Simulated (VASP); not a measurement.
Input of a VASP 6.6.1 run:

The input INCAR:

```
SYSTEM = Ge
ALGO = Normal
EDIFF = 1E-6
ENCUT = 500
GGA = PE
GGA_COMPAT = .FALSE.
ISIF = 2
ISMEAR = 0
LASPH = .TRUE.
LCHARG = .FALSE.
LREAL = .FALSE.
LWAVE = .FALSE.
NBANDS = 21
NELM = 120
PREC = Accurate
SIGMA = 0.01
```

The input KPOINTS:

```
k-points
0
G
  3 3 3
  0 0 0
```

File POSCAR:

```
Ge
1.0
    0.0000000000      2.8289100000      2.8289100000
    2.8289100000      0.0000000000      2.8289100000
    2.8289100000      2.8289100000      0.0000000000
Ge
2
Direct
    0.0000000000      0.0000000000      0.0000000000
    0.2500000000      0.2500000000      0.2500000000
```

Potentials or basis: VASP PAW PBE potentials, release 64 (Ge_d).

Command:

```bash
$ cat potpaw_PBE.64/Ge_d/POTCAR > POTCAR
$ mpirun -np 1 vasp_std > vasp.out
```

Task: What does it give for the band gap on the k mesh?

Result: 0.05 eV, direct.

Task: Predict the pressure.

Result: 4.3 GPa.

Caveat: the k points lie up to 0.64 Å⁻¹ apart. A k mesh can miss the band edges.
